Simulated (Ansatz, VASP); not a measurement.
# Two plane-wave programs on HfN

POSCAR

```
HfN
1.0
    0.0000000000      2.2650000000      2.2650000000
    2.2650000000      0.0000000000      2.2650000000
    2.2650000000      2.2650000000      0.0000000000
Hf N
1 1
Direct
    0.0000000000      0.0000000000      0.0000000000
    0.5000000000      0.5000000000      0.5000000000
```

The input INCAR.step1:

```
SYSTEM = HfN
PREC     = Accurate       ! precision mode
ENCUT    = 600            ! plane-wave cutoff, eV
ISMEAR   = 0              ! smearing method
SIGMA    = 0.1            ! smearing width, eV
LREAL    = .FALSE.        ! projectors in reciprocal space
LASPH    = .TRUE.         ! aspherical terms in the spheres
NELM     = 60             ! most SCF steps
GGA      = PE             ! functional
ALGO     = Normal         ! electronic algorithm
EDIFF    = 1E-4           ! SCF threshold, eV
LWAVE    = .TRUE.         ! write WAVECAR
LCHARG   = .FALSE.        ! write CHGCAR
```

File INCAR.step2:

```
SYSTEM = HfN
PREC     = Accurate       ! precision mode
ENCUT    = 600            ! plane-wave cutoff, eV
EDIFF    = 1E-7           ! SCF threshold, eV
ISMEAR   = 0              ! smearing method
SIGMA    = 0.1            ! smearing width, eV
LREAL    = .FALSE.        ! projectors in reciprocal space
LASPH    = .TRUE.         ! aspherical terms in the spheres
NELM     = 60             ! most SCF steps
ALGO     = Normal         ! electronic algorithm
ISIF     = 3              ! what is computed and relaxed
LWAVE    = .FALSE.        ! write WAVECAR
LCHARG   = .FALSE.        ! write CHGCAR
METAGGA  = R2SCAN         ! meta-GGA
LMIXTAU  = .TRUE.       
IBRION   = 2              ! ionic algorithm
NSW      = 80             ! ionic steps
EDIFFG   = -0.005         ! ionic threshold
ISTART   = 1
```

The input KPOINTS:

```
Automatic mesh
0
G
  16 16 16
  0 0 0
```

Input for Ansatz:

```yaml
crystal:
  lattice:
    - [0.0, 2.265, 2.265]
    - [2.265, 0.0, 2.265]
    - [2.265, 2.265, 0.0]
  atoms:
    - { symbol: Hf, position: [0.0, 0.0, 0.0] }
    - { symbol: "N", position: [0.5, 0.5, 0.5] }
scf:
  occupations: { method: gaussian, width: 0.1 }
output:
  forces: true
  stress: true
  eigenvalues: true
hamiltonian:
  xc: r2scan
kpoints:
  mp_grid: { grid: [16, 16, 16] }
relax:
  f_tol: 0.005
  max_steps: 60
  cell: { stress_tol: 0.02 }
```

Alike in both runs: task relaxation of cell and atoms; functional r2SCAN; k mesh 16 × 16 × 16; occupations gaussian, width 0.1 eV; no spin polarisation.

|  | VASP | Ansatz |
| --- | --- | --- |
| version | VASP 6.6.1 | Ansatz 0.2.0 |
| potentials or method | VASP PAW PBE potentials, release 64 (Hf_pv, N) | scalar-relativistic, plane waves, PAW |
| plane-wave cutoff (eV) | 600 | 500 |
| valence electrons in the cell | 15 | 31 |

```csv
,VASP,Ansatz,Ansatz less VASP
"gap on the k mesh at the Fermi level, each at its own relaxed structure (eV)",none,none,-
relaxed volume (Å³/atom),11.48,11.58,+0.107
relaxed cell length with the largest relative difference (Å),3.190,3.200,+0.0098
```

VASP's potentials were made for PBE, not for r2SCAN. A gap of «none» marks a metal or a gap that the smearing closes. VASP's potentials hold 15 valence electrons a cell and Ansatz's 31, so a difference there can come from the potentials and not from the codes.

Spin-orbit coupling is off throughout.
